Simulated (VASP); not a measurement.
Write the native input for VASP 6.6.1 that does the following.

```
Task                   : single point
Functional             : PBEsol
Potentials or basis    : VASP PAW PBE potentials, release 64 (Hg, Te)
Cutoff                 : 520 eV
k mesh                 : 12 × 12 × 12
Occupations            : fermi-dirac, width 0.08 eV
Spin                   : no spin polarisation
Dipole correction      : no
Further INCAR settings : ALGO = Normal; EDIFF = 1e-07; NBANDS = 16
```

The structure of HgTe lies in POSCAR:

```
HgTe
1.0
    0.0000000000      2.8820154301      2.8820154301
    2.8820154301      0.0000000000      2.8820154301
    2.8820154301      2.8820154301      0.0000000000
Hg Te
1 1
Direct
    0.0000000000      0.0000000000      0.0000000000
    0.5000000000      0.5000000000      0.5000000000
```

This cell differs from its parent crystal: volume scaled by 0.96.

These files were run (other wordings do the same):

INCAR

```
PREC     = Accurate       # precision mode
ENCUT    = 520            # plane-wave cutoff, eV
EDIFF    = 1E-7           # SCF threshold, eV
ISMEAR   = -1             # smearing method
SIGMA    = 0.08           # smearing width, eV
LREAL    = False          # projectors in reciprocal space
LASPH    = True           # aspherical terms in the spheres
NELM     = 100            # most SCF steps
ALGO     = Normal         # electronic algorithm
ISIF     = 2              # what is computed and relaxed
LWAVE    = False          # write WAVECAR
LCHARG   = False          # write CHGCAR
GGA      = PS             # functional
NBANDS   = 16             # bands
```

KPOINTS

```
Automatic mesh
0
Gamma
  12 12 12
```

Potentials or basis: VASP PAW PBE potentials, release 64 (Hg, Te).

Command:

```bash
$ cat potpaw_PBE.64/Hg/POTCAR potpaw_PBE.64/Te/POTCAR > POTCAR
$ mpirun -np 1 vasp_std > vasp.out
```

It gave:

```yaml
Pressure: 10.5 GPa
Band_gap_on_the_k_mesh: zero (band 9 reaches 6.81 eV, above the bottom of band 10 at 3.30 eV)
```

Caveat: the PAW data sets were made with another functional, which shifts forces and pressure a little; spin-orbit coupling is left out, which moves the levels of the heavy elements.

It took 20 s on 1 thread of Intel(R) Xeon(R) 6975P-C (Granite Rapids), with other jobs on the host, peak memory 0.2 GiB.
